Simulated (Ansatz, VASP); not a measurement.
ZnCdO in VASP and in Ansatz

```xyz
6
Lattice="3.6676 0.0000 0.0000 0.0000 3.6676 0.0000 0.0000 0.0000 7.1793" Properties=species:S:1:pos:R:3 pbc="T T T"
Zn    1.8338    1.8338    0.0000
Zn    1.8338    1.8338    3.5896
Cd    0.0000    0.0000    1.7948
Cd    0.0000    0.0000    5.3845
O     0.0000    1.8338    0.0000
O     1.8338    0.0000    3.5896
```

Change from the starting cell: species swapped into the CaNiN type (P4_2/mmc, No. 131).

Alike in both runs: task single point; functional PBE; k mesh 6 × 6 × 4; occupations gaussian, width 0.1 eV; collinear spin.

|  | VASP | Ansatz |
| --- | --- | --- |
| version | VASP 6.6.1 | Ansatz 0.2.0 |
| potentials or method | VASP PAW PBE potentials, release 64 (Zn, Cd_sv_GW, O), cutoff 600 eV | scalar-relativistic, plane waves, PAW |
| valence electrons in the cell | 76 | 76 |

|  | VASP | Ansatz | Ansatz less VASP |
| --- | --- | --- | --- |
| gap on the k mesh at the Fermi level (eV) | none | none | - |
| pressure (GPa) | 8.0 | 7.9 | -0.13 |
| traceless stress, the component that is largest in VASP (GPa) | -2.51 | -1.93 | +0.578 |
| net moment per atom (μB) | 0.00 | 0.00 | 0.000 |

A gap of «none» marks a metal or a gap that the smearing closes. Ansatz's warnings: seeded moment not kept.
